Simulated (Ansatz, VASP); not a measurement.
Ti in VASP and in Ansatz

```
CELL_PARAMETERS angstrom
0.00000 2.03554 2.00053
2.00053 0.00000 2.00053
2.00053 2.03554 0.00000
ATOMIC_POSITIONS crystal
Ti 0.00000 0.00000 0.00000
```

Change from the starting cell: normal strain along x +0.0000, normal strain along y +0.0175.

Alike in both runs: task single point; functional LDA; k mesh 20 × 20 × 20; occupations gaussian, width 0.15 eV; no spin polarisation.

|  | VASP | Ansatz |
| --- | --- | --- |
| version | VASP 6.6.1 | Ansatz 0.2.0 |
| potentials or method | VASP PAW LDA potentials, release 64 (Ti_sv), cutoff 520 eV | scalar-relativistic, plane waves, PAW |
| valence electrons in the cell | 12 | 12 |

VASP gave:

- gap on the k mesh at the Fermi level (eV): none
- pressure (GPa): -2.1
- traceless stress, the component that is largest in VASP (GPa): -0.40

Q: What did Ansatz give for the same quantities?

A: gap on the k mesh at the Fermi level (eV): none; pressure (GPa): -2.0; traceless stress, the component that is largest in VASP (GPa): -0.40.

Ansatz warns that its potentials were made for another functional, while VASP's fit it. LDA's correlation is that of Perdew and Zunger in VASP and of Perdew and Wang (1992) in Ansatz. A gap of «none» marks a metal or a gap that the smearing closes.
